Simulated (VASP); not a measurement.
The system is Na4AlO.

```
Na Al O
1.0
     6.28000    0.00000    0.00000
     0.00000    6.28000    0.00000
     0.00000    0.00000    5.13000
Na Al O
8 2 2
Direct
  0.84000 0.34000 0.00000
  0.16000 0.66000 0.00000
  0.34000 0.16000 0.00000
  0.16000 0.34000 0.50000
  0.84000 0.66000 0.50000
  0.66000 0.84000 0.00000
  0.66000 0.16000 0.50000
  0.34000 0.84000 0.50000
  0.00000 0.00000 0.75000
  0.00000 0.00000 0.25000
  0.50000 0.50000 0.75000
  0.50000 0.50000 0.25000
```

- Program: VASP 6.6.1
- Task: relaxation of cell and atoms
- Functional: PBE
- Potentials or basis: VASP PAW PBE potentials, release 64 (Na_sv, Al, O)
- Cutoff: 1130 eV
- k mesh: 3 × 3 × 3
- Occupations: gaussian, width 0.2 eV
- Spin: no spin polarisation

At the start: pressure 11.9 GPa; volume 16.86 Å³/atom.

Q: Where does the relaxation end?

A: Over 11 steps the energy falls by 540.2 meV/atom and the volume is 20.94 Å³/atom (+24.2 %); space group P4/mcc (No. 124, to 0.1 Å) before and after.

The path:
```csv
step,energy change (eV),largest force (eV/Å),pressure (GPa),volume (Å³)
1,0.0000,2.4755,11.88,202.32
2,-3.3846,1.5057,1.39,241.14
3,-4.2634,0.9379,-3.57,298.69
4,-4.2876,0.9925,-3.16,288.93
5,-5.1635,0.8837,-2.70,276.05
6,-6.4139,0.0824,1.73,239.36
7,-6.4304,0.2251,0.43,245.84
8,-6.4438,0.1178,0.90,243.27
9,-6.4428,0.0782,1.08,242.41
10,-6.4800,0.0366,0.51,248.88
11,-6.4827,0.0701,0.33,251.25
```

Final structure:
```xyz
12
Lattice="6.4923 0.0000 0.0000 0.0000 6.4923 0.0000 0.0000 0.0000 5.9608" Properties=species:S:1:pos:R:3 pbc="T T T"
Na    4.9555    2.4921    0.0000
Na    1.5368    4.0002    0.0000
Na    2.4921    1.5368    0.0000
Na    1.5368    2.4921    2.9804
Na    4.9555    4.0002    2.9804
Na    4.0002    4.9555    0.0000
Na    4.0002    1.5368    2.9804
Na    2.4921    4.9555    2.9804
Al    0.0000    0.0000    4.4706
Al    0.0000    0.0000    1.4902
O     3.2462    3.2462    4.4706
O     3.2462    3.2462    1.4902
```

Caveat: the k points lie up to 0.35 Å⁻¹ apart in the final cell, too coarse for converged energies and pressures of a metal; the volume moved by over 15 % at a fixed basis, so the end points are rough; the relaxation stopped at a loose force limit of 0.08 eV/Å, so its end isn't a converged minimum.
